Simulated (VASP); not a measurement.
# Rh (P6_3/mmc) in VASP: further runs

The runs below take Rh through relaxation of shape and atoms at fixed volume, relaxation of cell and atoms, with PBEsol.

Program: VASP 6.6.1. These are calculated values, not measurements. Logs are shortened: lines on timing, memory, paths and dates and some standing lists are left out, and cuts for length are marked.

## 1. The cell of the first run

Symmetry: P6_3/mmc, No. 194, hexagonal system. The conventional cell has a = 2.673 Å, b = 2.673 Å, c = 4.307 Å, α = 90.00°, β = 90.00°, γ = 120.00°. Within 3.5 Å of Rh (site symmetry -6m2) lie 12 Rh at 2.65 to 2.67 Å.

## 2. Relaxation of shape and atoms at fixed volume, PBEsol (volume scaled by 0.98)

File INCAR:

```
PREC     = Accurate       # precision mode
ENCUT    = 600            # plane-wave cutoff, eV
EDIFF    = 1E-6           # SCF threshold, eV
ISMEAR   = -1             # smearing method
SIGMA    = 0.15           # smearing width, eV
LREAL    = F              # projectors in reciprocal space
LASPH    = T              # aspherical terms in the spheres
NELM     = 100            # most SCF steps
ALGO     = Fast           # electronic algorithm
ISIF     = 4              # what is computed and relaxed
LWAVE    = F              # write WAVECAR
LCHARG   = F              # write CHGCAR
GGA      = PS             # functional
IBRION   = 2              # ionic algorithm
NSW      = 80             # ionic steps
EDIFFG   = -0.001         # ionic threshold
```

File KPOINTS:

```
Automatic mesh
0
Gamma
  18 18 10
```

File POSCAR:

```
Rh
1.0
    2.6734509607      0.0000000000      0.0000000000
   -1.3367254803      2.3152764477      0.0000000000
    0.0000000000      0.0000000000      4.3073954324
Rh
2
Direct
    0.6666666667      0.3333333333      0.7500000000
    0.3333333333      0.6666666667      0.2500000000
```

Potentials or basis: VASP PAW PBE potentials, release 64 (Rh_pv).

Command:

```sh
> cat potpaw_PBE.64/Rh_pv/POTCAR > POTCAR
> mpirun -np 1 vasp_std > vasp.out
```

OUTCAR:

```text
PREC = Accurate
   ENCUT = 600
   EDIFF = 1E-6
   ISMEAR = -1
   LREAL = F
   LASPH = T
   NELM = 100
   ISIF = 4
   GGA = PS
   IBRION = 2
   NSW = 80
   EDIFFG = -0.001

 ion  position               nearest neighbor table
   1  0.667  0.333  0.750-   2 2.65   2 2.65   2 2.65   2 2.65   2 2.65   2 2.65
   2  0.333  0.667  0.250-   1 2.65   1 2.65   1 2.65   1 2.65   1 2.65   1 2.65

  LATTYP: Found a hexagonal cell.
 ALAT       =     2.6734509607
 C/A-ratio  =     1.6111742821

  Lattice vectors:

 A1 = (   2.6734509607,   0.0000000000,   0.0000000000)
 A2 = (  -1.3367254803,   2.3152764477,   0.0000000000)
 A3 = (   0.0000000000,   0.0000000000,   4.3073954324)

Analysis of symmetry for initial positions (statically):
=====================================================================
 Subroutine PRICEL returns:
 Original cell was already a primitive cell.

 Routine SETGRP: Setting up the symmetry group for a
 hexagonal supercell.

 Subroutine GETGRP returns: Found 24 space group operations
 (whereof 12 operations were pure point group operations)
 out of a pool of 24 trial point group operations.

The static configuration has the point symmetry D_3d.
 The point group associated with its full space group is D_6h.

Analysis of symmetry for dynamics (positions and initial velocities):
=====================================================================
 Subroutine PRICEL returns:
 Original cell was already a primitive cell.

 Routine SETGRP: Setting up the symmetry group for a
 hexagonal supercell.

 Subroutine GETGRP returns: Found 24 space group operations
 (whereof 12 operations were pure point group operations)
 out of a pool of 24 trial point group operations.

The dynamic configuration has the point symmetry D_3d.
 The point group associated with its full space group is D_6h.

 Subroutine INISYM returns: Found 24 space group operations
 (whereof 12 operations are pure point group operations),
 and found     1 'primitive' translations

----------------------------------------------------------------------------------------

                                     Primitive cell

  volume of cell :      26.6618

  direct lattice vectors                    reciprocal lattice vectors
     2.673450961  0.000000000  0.000000000     0.374048380  0.215956933  0.000000000
    -1.336725480  2.315276448  0.000000000     0.000000000  0.431913865  0.000000000
     0.000000000  0.000000000  4.307395432     0.000000000  0.000000000  0.232158857

  length of vectors
     2.673450961  2.673450961  4.307395432     0.431913865  0.431913865  0.232158857

  position of ions in fractional coordinates (direct lattice)
     0.666666667  0.333333333  0.750000000
     0.333333333  0.666666667  0.250000000

  ion indices of the primitive-cell ions
   primitive index   ion index
                 1           1
                 2           2

----------------------------------------------------------------------------------------

 KPOINTS: Automatic mesh

Automatic generation of k-mesh.
 Grid dimensions read from file:
 generate k-points for:   18   18   10

 Generating k-lattice:

  Cartesian coordinates                     Fractional coordinates (reciprocal lattice)
     0.020780466  0.011997607  0.000000000     0.055555556  0.000000000  0.000000000
     0.000000000  0.023995215  0.000000000     0.000000000  0.055555556  0.000000000
     0.000000000  0.000000000  0.023215886     0.000000000  0.000000000  0.100000000

  Length of vectors
     0.023995215  0.023995215  0.023215886

  Shift w.r.t. Gamma in fractional coordinates (k-lattice)
     0.000000000  0.000000000  0.000000000

 Subroutine IBZKPT returns following result:
 ===========================================

 Found    222 irreducible k-points:

 Following reciprocal coordinates:
            Coordinates               Weight
  0.000000  0.000000  0.000000      1.000000
  0.055556 -0.000000  0.000000      6.000000
  0.111111 -0.000000  0.000000      6.000000
  0.166667 -0.000000  0.000000      6.000000
  0.222222  0.000000  0.000000      6.000000
  0.277778 -0.000000  0.000000      6.000000
[... 16 lines left out ...]
  0.333333  0.111111  0.000000     12.000000
  0.388889  0.111111  0.000000     12.000000
 [... further k-points ...]
   k-points           NKPTS =    222   k-points in BZ     NKDIM =    222   number of bands    NBANDS=     19
   number of dos      NEDOS =    301   number of ions     NIONS =      2
   total plane-waves  NPLWV =  20736
   dimension x,y,z NGX =    24 NGY =   24 NGZ =   36
   dimension x,y,z NGXF=    48 NGYF=   48 NGZF=   72
   ions per type =               2
   NGX,Y,Z   is equivalent  to a cutoff of  14.92, 14.92, 13.89 a.u.
   NGXF,Y,Z  is equivalent  to a cutoff of  29.85, 29.85, 27.79 a.u.
 SYSTEM =  unknown system
   PREC   = accura    normal or accurate (medium, high low for compatibility)
   ISTART =      0    job   : 0-new  1-cont  2-samecut
   ICHARG =      2    charge: 1-file 2-atom 10-const
   ISPIN  =      1    spin polarized calculation?
   LNONCOLLINEAR =      F non collinear calculations
   LSORBIT =      F    spin-orbit coupling
   LASPH  =      T    aspherical Exc in radial PAW
   ENCUT  =  600.0 eV  44.10 Ry    6.64 a.u.   5.34  5.34  8.60*2*pi/ulx,y,z
   NELM   =    100;   NELMIN=  2; NELMDL= -5     # of ELM steps
   EDIFF  = 0.1E-05   stopping-criterion for ELM
   LREAL  =      F    real-space projection
   EDIFFG = -.1E-02   stopping-criterion for IOM
   NSW    =     80    number of steps for IOM
   IBRION =      2    ionic relax: 0-MD 1-quasi-New 2-CG
   NFREE  =      1    steps in history (QN), initial steepest desc. (CG)
   ISIF   =      4    stress and relaxation
   ISYM   =      2    0-nonsym 1-usesym 2-fastsym
   POTIM  = 0.5000    time-step for ionic-motion
   TEBEG  =    0.0;   TEEND  =   0.0 temperature during run
   PSTRESS=    0.0 pullay stress
   NELECT =      30.0000    total number of electrons
   NUPDOWN=      -1.0000    fix difference up-down
   EMIN   =  10.00;   EMAX   =-10.00  energy-range for DOS
   EFERMI =   0.00;   METHOD = LEGACY
   ISMEAR =    -1;   SIGMA  =   0.15  broadening in eV -4-tet -1-fermi 0-gaus
   EFERMI_NEDOS =   21; number of points for ismear=-14 and -15
   IALGO  =     68    algorithm
   IMIX   =      4    mixing-type and parameters
     AMIX     =   0.40;   BMIX     =  1.00
     AMIX_MAG =   1.60;   BMIX_MAG =  1.00
  volume/ion in A,a.u.               =      13.33        89.96
  Fermi-wavevector in a.u.,A,eV,Ry     =   1.702754  3.217739 39.448352  2.899372
  Thomas-Fermi vector in A             =   2.782466
   LORBIT       =      0    0 simple, 1 ext, 2 COOP (PROOUT), +10 PAW based schemes
   GGA     = PS    functional components
   LHFCALC =     F    Hartree Fock is set to
   AEXX    =    0.0000 exact exchange contribution
   IVDW    =     0    specifies the selected vdW correction
   LEPSILON=     F    determine dielectric tensor
   LRPA    =     F    only Hartree local field effects (RPA)
 conjugate gradient relaxation of ions
 non-spin polarized calculation
 RMM-DIIS sequential band-by-band and
  energy-cutoff  :      600.00
  volume of cell :       26.66
 maximum number of plane-waves:       905
 NGX is ok and might be reduce to    24
   NGX = 11   NGY = 11   NGZ = 17

--------------------------------------- Ionic step        1  -------------------------------------------

 number of electron      29.9999999 magnetization

 Free energy of the ion-electron system (eV)
  ---------------------------------------------------
  ext. energy  EPLUGINS =         0.00000000
  ---------------------------------------------------
  free energy    TOTEN  =       -16.30423267 eV

  energy without entropy =      -16.07698069  energy(sigma->0) =      -16.19060668

------------------------ aborting loop because EDIFF is reached ----------------------------------------

  FORCE on cell =-STRESS in cart. coord.  units (eV):
  Direction    XX          YY          ZZ          XY          YZ          ZX
  --------------------------------------------------------------------------------------
  -------------------------------------------------------------------------------------
  Total        0.9859243      0.9859243      1.0207511      0.0000000     -0.0000000      0.0000000
  in kB       59.2467229     59.2467229     61.3395572      0.0000000     -0.0000000      0.0000000
  external PRESSURE =      59.9443343 kB  Pullay stress =       0.0000000 kB
[... 273 lines left out ...]
  energy  without entropy=      -16.0770152943  energy(sigma->0) =      -16.19062827

--------------------------------------- Ionic step        9  -------------------------------------------

 number of electron      29.9999999 magnetization

 Free energy of the ion-electron system (eV)
  ---------------------------------------------------
  ext. energy  EPLUGINS =         0.00000000
  ---------------------------------------------------
  free energy    TOTEN  =       -16.30424131 eV

  energy without entropy =      -16.07701837  energy(sigma->0) =      -16.19062984

 E-fermi :  12.4175     XC(G=0): -14.4151

 val. band max:       12.4125359559   @ k =   0.4444   0.0556   0.4000
 cond. band min:      12.4240681033   @ k =   0.3889  -0.0000   0.2000
 fundamental gap:      0.0115321475
 Fermi energy:        12.4174970002

 k-point     1 :       0.0000    0.0000    0.0000
  band No.  band energies     occupation
      1     -34.8784      2.00000
      2     -34.1464      2.00000
      3     -34.1464      2.00000
      4     -34.0331      2.00000
      5     -34.0253      2.00000
      6     -34.0253      2.00000
[... 11 lines left out ...]
     18      13.0735      0.02491
     19      21.3711      0.00000
[... 489 lines left out ...]
      3     -34.5156      2.00000
      4     -34.3607      2.00000
      5     -34.2391      2.00000
      6     -34.1732      2.00000
[... 11 lines left out ...]
     18      19.0150      0.00000
     19      22.9779      0.00000

 [... further k-points ...]

------------------------ aborting loop because EDIFF is reached ----------------------------------------

  FORCE on cell =-STRESS in cart. coord.  units (eV):
  Direction    XX          YY          ZZ          XY          YZ          ZX
  --------------------------------------------------------------------------------------
  -------------------------------------------------------------------------------------
  Total        0.9839846      0.9839846      0.9849982      0.0000000      0.0000000      0.0000000
  in kB       59.1301629     59.1301629     59.1910724      0.0000000      0.0000000      0.0000000
  external PRESSURE =      59.1504661 kB  Pullay stress =       0.0000000 kB
[... 17 lines left out ...]
  FREE ENERGIE OF THE ION-ELECTRON SYSTEM (eV)
  ---------------------------------------------------
  free  energy   TOTEN  =       -16.3042413064 eV

  energy  without entropy=      -16.0770183748  energy(sigma->0) =      -16.19062984

 reached required accuracy - stopping structural energy minimisation
```

Run time: 5.9 min. Hardware: 1 thread of AMD EPYC 7R13 (Zen 3), shared host; peak memory 0.21 GiB.

What came out:

- Free energy: -16.3042 eV
- Energy gained by relaxing: 0.0 meV/atom
- Ionic steps: 9
- Pressure after relaxing: 5.9 GPa
- Band gap on the k mesh: zero (band 15 reaches 13.13 eV, above the bottom of band 16 at 10.55 eV)

Final structure:
```
Rh
1.0
     2.67280    0.00000    0.00000
    -1.33640    2.31471    0.00000
     0.00000    0.00000    4.30950
Rh
2
Cartesian
  1.3364 0.7716 3.2321
  0.0000 1.5431 1.0774
```

Levels at points of the mesh, in eV from the Fermi level:
```csv
k point,band 13,band 14,band 15,band 16,band 17,band 18
"(0.00, 0.00, 0.00)",-2.63,-2.02,-2.02,0.17,0.17,0.66
"(0.50, 0.00, 0.00)",-2.30,0.46,0.71,0.79,3.12,5.28
"(0.00, 0.00, 0.50)",-3.31,-3.31,-0.43,-0.43,-0.43,-0.43
"(0.50, 0.00, 0.50)",-0.34,-0.34,0.66,0.66,2.69,2.69
```

Caveat: the cell differs from its parent crystal (volume scaled by 0.98); the PAW data sets were made with another functional, which shifts forces and pressure a little.

## 3. Relaxation of cell and atoms, PBEsol

This run uses another cell than the first one, of 13.52 Å³/atom, 1.014 times its volume.

File INCAR:

```
PREC     = Accurate       # precision mode
ENCUT    = 600            # plane-wave cutoff, eV
EDIFF    = 1E-6           # SCF threshold, eV
ISMEAR   = 0              # smearing method
SIGMA    = 0.1            # smearing width, eV
LREAL    = False          # projectors in reciprocal space
LASPH    = True           # aspherical terms in the spheres
NELM     = 60             # most SCF steps
ALGO     = Fast           # electronic algorithm
ISIF     = 3              # what is computed and relaxed
LWAVE    = False          # write WAVECAR
LCHARG   = False          # write CHGCAR
GGA      = PS             # functional
IBRION   = 2              # ionic algorithm
NSW      = 100            # ionic steps
EDIFFG   = -0.005         # ionic threshold
```

KPOINTS is that of step 2.

File POSCAR:

```
Rh
1.0
    2.6824015962      0.0000000000      0.0000000000
   -1.3412007981      2.3230279255      0.0000000000
    0.0000000000      0.0000000000      4.3380718907
Rh
2
Direct
    0.6666666667      0.3333333333      0.7500000000
    0.3333333333      0.6666666667      0.2500000000
```

Potentials or basis: VASP PAW PBE potentials, release 64 (Rh_pv).

Command:

```sh
> cat potpaw_PBE.64/Rh_pv/POTCAR > POTCAR
> mpirun -np 1 vasp_std > vasp.out
```

Wall time 7.1 min (1 thread of AMD EPYC 7R13 (Zen 3), shared host); peak memory 0.22 GiB.

Results (log left out):

| Quantity | Value |
| --- | --- |
| Free energy | -16.2050 eV |
| Relaxed volume | 13.54 Å³/atom |
| Relaxed cell | a = 2.688 Å, b = 2.688 Å, c = 4.328 Å, α = 90.00°, β = 90.00°, γ = 120.00° |
| Space group after relaxing (to 0.05 Å) | P6_3/mmc (No. 194) |
| Energy gained by relaxing | 0.2 meV/atom |
| Ionic steps | 6 |
| Pressure after relaxing | 0.0 GPa |
| Band gap on the k mesh | zero (band 15 reaches 12.80 eV, above the bottom of band 16 at 10.29 eV) |

The path:
| step | energy change (eV) | largest force (eV/Å) | pressure (GPa) | volume (Å³) |
| --- | --- | --- | --- | --- |
| 1 | 0.0000 | 0.0000 | 0.63 | 27.03 |
| 2 | 0.0004 | 0.0000 | -1.68 | 27.24 |
| 3 | -0.0003 | 0.0000 | -0.28 | 27.11 |
| 4 | -0.0004 | 0.0000 | 0.14 | 27.07 |
| 5 | -0.0004 | 0.0000 | -0.06 | 27.09 |
| 6 | -0.0004 | 0.0000 | 0.04 | 27.08 |

Final structure:
```cif
data_structure
_symmetry_space_group_name_H-M 'P 1'
_symmetry_Int_Tables_number 1
_cell_length_a 2.6882
_cell_length_b 2.6882
_cell_length_c 4.3278
_cell_angle_alpha 90.000
_cell_angle_beta 90.000
_cell_angle_gamma 120.000
_cell_volume 27.08
loop_
_atom_site_label
_atom_site_type_symbol
_atom_site_fract_x
_atom_site_fract_y
_atom_site_fract_z
_atom_site_occupancy
Rh1 Rh 0.66667 0.33333 0.75000 1
Rh2 Rh 0.33333 0.66667 0.25000 1
```

Levels at points of the mesh, in eV from the Fermi level:
| k point | band 12 | band 13 | band 14 | band 15 | band 16 | band 17 | band 18 | band 19 |
| --- | --- | --- | --- | --- | --- | --- | --- | --- |
| (0.00, 0.00, 0.00) | -2.59 | -2.59 | -2.01 | -2.01 | 0.13 | 0.13 | 0.66 | 8.78 |
| (0.50, 0.00, 0.00) | -2.31 | -2.29 | 0.41 | 0.66 | 0.74 | 3.03 | 5.16 | 10.39 |
| (0.00, 0.00, 0.50) | -3.26 | -3.26 | -3.26 | -0.46 | -0.46 | -0.46 | -0.46 | 14.87 |
| (0.50, 0.00, 0.50) | -1.76 | -0.36 | -0.36 | 0.61 | 0.61 | 2.63 | 2.63 | 9.42 |

Caveat: the PAW data sets were made with another functional, which shifts forces and pressure a little.
